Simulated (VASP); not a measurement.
# AsIr in VASP: a series of runs, part 2 of 2

VASP 6.6.1. The steps go on from the part before.

### Step 4. Single point, PBEsol (16.82 Å³/atom)

This run uses another cell than the first one, of 16.82 Å³/atom.

Contents of INCAR:

```
SYSTEM = AsIr
PREC = Accurate
ENCUT = 560
EDIFF = 1E-6
ISMEAR = 0
SIGMA = 0.05
LREAL = .FALSE.
LASPH = .TRUE.
NELM = 120
ALGO = Normal
ISIF = 2
LWAVE = .FALSE.
LCHARG = .TRUE.
GGA = PS
LELF = .TRUE.
LVHAR = .TRUE.
NBANDS = 40
GGA_COMPAT = .FALSE.
```

Contents of KPOINTS:

```
Automatic mesh
0
G
  8 8 8
  0 0 0
```

Contents of POSCAR:

```
AsIr
1.0
    2.9435552405      0.0000000000      0.0000000000
    0.0000000000      2.9435552405      0.0000000000
    0.0000000000      0.0000000000      7.7630843195
Ir As
2 2
Direct
    0.0000000000      0.5000000000      0.0000000000
    0.5000000000      0.0000000000      0.5000000000
    0.0000000000      0.0000000000      0.2500000000
    0.0000000000      0.0000000000      0.7500000000
```

Potentials or basis: VASP PAW PBE potentials, release 64 (Ir_sv_GW, As_d).

On the command line:

```bash
cat potpaw_PBE.64/Ir_sv_GW/POTCAR potpaw_PBE.64/As_d/POTCAR > POTCAR
mpirun -np 1 vasp_std > vasp.out
```

OUTCAR:

```text
SYSTEM = AsIr
   PREC = Accurate
   ENCUT = 560
   EDIFF = 1E-6
   ISMEAR = 0
   LREAL = .FALSE.
   LASPH = .TRUE.
   NELM = 120
   ISIF = 2
   GGA = PS

 ion  position               nearest neighbor table
   1  0.000  0.500  0.000-   3 2.44   4 2.44   3 2.44   4 2.44
   2  0.500  0.000  0.500-   3 2.44   4 2.44   3 2.44   4 2.44
   3  0.000  0.000  0.250-   1 2.44   2 2.44   1 2.44   2 2.44
   4  0.000  0.000  0.750-   1 2.44   2 2.44   1 2.44   2 2.44

  LATTYP: Found a simple tetragonal cell.
 ALAT       =     2.9435552405
 C/A-ratio  =     2.6373156558

  Lattice vectors:

 A1 = (   2.9435552405,   0.0000000000,   0.0000000000)
 A2 = (   0.0000000000,   2.9435552405,   0.0000000000)
 A3 = (   0.0000000000,   0.0000000000,   7.7630843195)

Analysis of symmetry for initial positions (statically):
=====================================================================
 Subroutine PRICEL returns:
 Original cell was already a primitive cell.

 Routine SETGRP: Setting up the symmetry group for a
 simple tetragonal supercell.

 Subroutine GETGRP returns: Found 16 space group operations
 (whereof  8 operations were pure point group operations)
 out of a pool of 16 trial point group operations.

The static configuration has the point symmetry D_2h.
 The point group associated with its full space group is D_4h.

Analysis of symmetry for dynamics (positions and initial velocities):
=====================================================================
 Subroutine PRICEL returns:
 Original cell was already a primitive cell.

 Routine SETGRP: Setting up the symmetry group for a
 simple tetragonal supercell.

 Subroutine GETGRP returns: Found 16 space group operations
 (whereof  8 operations were pure point group operations)
 out of a pool of 16 trial point group operations.

The dynamic configuration has the point symmetry D_2h.
 The point group associated with its full space group is D_4h.

 Subroutine INISYM returns: Found 16 space group operations
 (whereof  8 operations are pure point group operations),
 and found     1 'primitive' translations

----------------------------------------------------------------------------------------

                                     Primitive cell

  volume of cell :      67.2634

  direct lattice vectors                    reciprocal lattice vectors
     2.943555240  0.000000000  0.000000000     0.339725236  0.000000000  0.000000000
     0.000000000  2.943555240  0.000000000     0.000000000  0.339725236  0.000000000
     0.000000000  0.000000000  7.763084319     0.000000000  0.000000000  0.128814780

  length of vectors
     2.943555240  2.943555240  7.763084319     0.339725236  0.339725236  0.128814780

  position of ions in fractional coordinates (direct lattice)
     0.000000000  0.500000000  0.000000000
     0.500000000  0.000000000  0.500000000
     0.000000000  0.000000000  0.250000000
     0.000000000  0.000000000  0.750000000

  ion indices of the primitive-cell ions
   primitive index   ion index
                 1           1
[... 21 lines left out ...]

  Shift w.r.t. Gamma in fractional coordinates (k-lattice)
     0.000000000  0.000000000  0.000000000

 Subroutine IBZKPT returns following result:
 ===========================================

 Found     75 irreducible k-points:

 Following reciprocal coordinates:
            Coordinates               Weight
  0.000000  0.000000  0.000000      1.000000
  0.125000  0.000000  0.000000      4.000000
  0.250000  0.000000  0.000000      4.000000
  0.375000  0.000000  0.000000      4.000000
  0.500000  0.000000  0.000000      2.000000
  0.125000  0.125000  0.000000      4.000000
[... 16 lines left out ...]
  0.375000  0.125000  0.125000     16.000000
  0.500000  0.125000  0.125000      8.000000
 [... further k-points ...]
   k-points           NKPTS =     75   k-points in BZ     NKDIM =     75   number of bands    NBANDS=     40
   number of dos      NEDOS =    301   number of ions     NIONS =      4
   total plane-waves  NPLWV =  34560
   dimension x,y,z NGX =    24 NGY =   24 NGZ =   60
   dimension x,y,z NGXF=    48 NGYF=   48 NGZF=  120
   ions per type =               2   2
   NGX,Y,Z   is equivalent  to a cutoff of  13.55, 13.55, 12.85 a.u.
   NGXF,Y,Z  is equivalent  to a cutoff of  27.11, 27.11, 25.70 a.u.
 SYSTEM =  AsIr
   PREC   = accura    normal or accurate (medium, high low for compatibility)
   ISTART =      0    job   : 0-new  1-cont  2-samecut
   ICHARG =      2    charge: 1-file 2-atom 10-const
   ISPIN  =      1    spin polarized calculation?
   LNONCOLLINEAR =      F non collinear calculations
   LSORBIT =      F    spin-orbit coupling
   LASPH  =      T    aspherical Exc in radial PAW
   ENCUT  =  560.0 eV  41.16 Ry    6.42 a.u.   5.68  5.68 14.98*2*pi/ulx,y,z
   NELM   =    120;   NELMIN=  2; NELMDL= -5     # of ELM steps
   EDIFF  = 0.1E-05   stopping-criterion for ELM
   LREAL  =      F    real-space projection
   EDIFFG = 0.1E-04   stopping-criterion for IOM
   NSW    =      0    number of steps for IOM
   IBRION =     -1    ionic relax: 0-MD 1-quasi-New 2-CG
   NFREE  =      0    steps in history (QN), initial steepest desc. (CG)
   ISIF   =      2    stress and relaxation
   ISYM   =      2    0-nonsym 1-usesym 2-fastsym
   POTIM  = 0.5000    time-step for ionic-motion
   TEBEG  =    0.0;   TEEND  =   0.0 temperature during run
   PSTRESS=    0.0 pullay stress
   NELECT =      64.0000    total number of electrons
   NUPDOWN=      -1.0000    fix difference up-down
   EMIN   =  10.00;   EMAX   =-10.00  energy-range for DOS
   EFERMI =   0.00;   METHOD = LEGACY
   ISMEAR =     0;   SIGMA  =   0.05  broadening in eV -4-tet -1-fermi 0-gaus
   EFERMI_NEDOS =   21; number of points for ismear=-14 and -15
   IALGO  =     38    algorithm
   IMIX   =      4    mixing-type and parameters
     AMIX     =   0.40;   BMIX     =  1.00
     AMIX_MAG =   1.60;   BMIX_MAG =  1.00
  volume/ion in A,a.u.               =      16.82       113.48
  Fermi-wavevector in a.u.,A,eV,Ry     =   1.610183  3.042805 35.275683  2.592690
  Thomas-Fermi vector in A             =   2.705774
   LORBIT       =      0    0 simple, 1 ext, 2 COOP (PROOUT), +10 PAW based schemes
   GGA     = PS    functional components
   LHFCALC =     F    Hartree Fock is set to
   AEXX    =    0.0000 exact exchange contribution
   IVDW    =     0    specifies the selected vdW correction
   LEPSILON=     F    determine dielectric tensor
   LRPA    =     F    only Hartree local field effects (RPA)
 non-spin polarized calculation
 Gauss-broadening in eV      SIGMA  =   0.05
  energy-cutoff  :      560.00
  volume of cell :       67.26
 maximum number of plane-waves:      2048
 NGX is ok and might be reduce to    24
   NGX = 11   NGY = 11   NGZ = 29

 number of electron      64.0000034 magnetization

 Free energy of the ion-electron system (eV)
  ---------------------------------------------------
  ext. energy  EPLUGINS =         0.00000000
  ---------------------------------------------------
  free energy    TOTEN  =       -30.98204320 eV

  energy without entropy =      -30.97770059  energy(sigma->0) =      -30.97987190

 E-fermi :   7.5089     XC(G=0): -12.8108

 val. band max:        7.4909200228   @ k =   0.5000   0.0000   0.2500
 cond. band min:       7.5114659953   @ k =   0.5000   0.3750   0.3750
 fundamental gap:      0.0205459725
 Fermi energy:         7.5088730393

 k-point     1 :       0.0000    0.0000    0.0000
  band No.  band energies     occupation
      1     -84.7317      2.00000
      2     -84.7312      2.00000
      3     -41.8687      2.00000
      4     -41.8638      2.00000
      5     -41.6196      2.00000
      6     -41.6196      2.00000
[... 1021 lines left out ...]
     39      13.4980      0.00000
     40      16.0364      0.00000

 [... further k-points ...]

------------------------ aborting loop because EDIFF is reached ----------------------------------------

  FORCE on cell =-STRESS in cart. coord.  units (eV):
  Direction    XX          YY          ZZ          XY          YZ          ZX
  --------------------------------------------------------------------------------------
  -------------------------------------------------------------------------------------
  Total       -1.5519806     -1.5519806     -1.5880349      0.0000000      0.0000000      0.0000000
  in kB      -36.9673394    -36.9673394    -37.8261337      0.0000000      0.0000000      0.0000000
  external PRESSURE =     -37.2536042 kB  Pullay stress =       0.0000000 kB

 VOLUME and BASIS-vectors are now :
 -----------------------------------------------------------------------------
  energy-cutoff  :      560.00
  volume of cell :       67.26
      direct lattice vectors                 reciprocal lattice vectors
     2.943555240  0.000000000  0.000000000     0.339725236  0.000000000  0.000000000
     0.000000000  2.943555240  0.000000000     0.000000000  0.339725236  0.000000000
     0.000000000  0.000000000  7.763084319     0.000000000  0.000000000  0.128814780

 POSITION                                       TOTAL-FORCE (eV/Angst)
 -----------------------------------------------------------------------------------
      0.00000      1.47178      0.00000         0.000000      0.000000      0.000000
      1.47178      0.00000      3.88154         0.000000      0.000000      0.000000
      0.00000      0.00000      1.94077         0.000000     -0.000000      0.000000
      0.00000      0.00000      5.82231        -0.000000      0.000000     -0.000000
 -----------------------------------------------------------------------------------
    total drift:                                0.000000      0.000000     -0.000000

  FREE ENERGIE OF THE ION-ELECTRON SYSTEM (eV)
  ---------------------------------------------------
  free  energy   TOTEN  =       -30.9820432038 eV

  energy  without entropy=      -30.9777005863  energy(sigma->0) =      -30.97987190
```

OSZICAR:

```text
N       E                     dE             d eps       ncg     rms          rms(c)
[... 14 lines left out ...]
DAV:  15    -0.309821358136E+02    0.12304E-04   -0.59976E-06  6080   0.166E-02    0.663E-01
DAV:  16    -0.309821286154E+02    0.71982E-05   -0.56920E-07  3952   0.606E-03    0.645E-01
DAV:  17    -0.309821057034E+02    0.22912E-04   -0.48389E-06  6608   0.233E-02    0.564E-01
DAV:  18    -0.309820823953E+02    0.23308E-04   -0.90115E-06  7616   0.262E-02    0.459E-01
DAV:  19    -0.309820589917E+02    0.23404E-04   -0.13159E-05  8024   0.366E-02    0.309E-01
DAV:  20    -0.309820459206E+02    0.13071E-04   -0.14260E-05  8160   0.376E-02    0.159E-01
DAV:  21    -0.309820430142E+02    0.29064E-05   -0.65938E-06  6952   0.258E-02    0.573E-02
DAV:  22    -0.309820432038E+02   -0.18961E-06   -0.11704E-06  3968   0.118E-02
   1 F= -.30982043E+02 E0= -.30979872E+02  d E =-.434262E-02
```

stdout:

```text
POSCAR found type information on POSCAR IrAs
 POSCAR found :  2 types and       4 ions
 scaLAPACK will be used
 -----------------------------------------------------------------------------
|                                                                             |
|                                                                             |
|     You enforced a specific xc type in the INCAR file but a different       |
|     I HOPE YOU KNOW WHAT YOU ARE DOING!                                     |
|                                                                             |
 -----------------------------------------------------------------------------

 LDA part: xc-table for (Slater+PW92), standard interpolation
 POSCAR, INCAR and KPOINTS ok, starting setup
 FFT: planning ... GRIDC
 FFT: planning ... GRID_SOFT
 FFT: planning ... GRID
 WAVECAR not read
 entering main loop
```

Wall time 3.6 min (1 thread of Intel Xeon Platinum 8259CL at 2.50GHz (Skylake/Cascade Lake), shared host); peak memory 0.32 GiB.

Results:

| Quantity | Value |
| --- | --- |
| Free energy | -30.9820 eV |
| Pressure | -3.7 GPa |
| Band gap on the k mesh | zero (bands 32 and 33 overlap by 1.43 eV) |

Caveat: the cell stands under tension; the PAW data sets were made with another functional, which shifts forces and pressure a little; spin-orbit coupling is left out, which moves the levels of the heavy elements.

### Step 5. Summary

| cell | gap on the mesh (eV) | pressure (GPa) |
| --- | --- | --- |
| a = 2.971, b = 2.971, c = 7.768 Å, 4 atoms | none | -6.4 |
| a = 2.916, b = 2.887, c = 7.754 Å, 4 atoms | none | 1.0 |
| a = 2.944, b = 2.944, c = 7.763 Å, 4 atoms | none | -3.7 |

Alike in all rows: task single point; level PBEsol; potentials or basis VASP PAW PBE potentials, release 64 (Ir_sv_GW, As_d); no spin polarisation; k mesh 8 × 8 × 8; cutoff (eV) 560; smearing gaussian 0.05 eV.

Caveats: the PAW data sets were made with another functional, which shifts forces and pressure a little; spin-orbit coupling is left out, which moves the levels of the heavy elements; the cell stands under tension (at least some runs).

Absolute energies hang on the potentials; compare differences alone.

The gap in the log of VASP goes by the Fermi energy; the results here count the filled bands.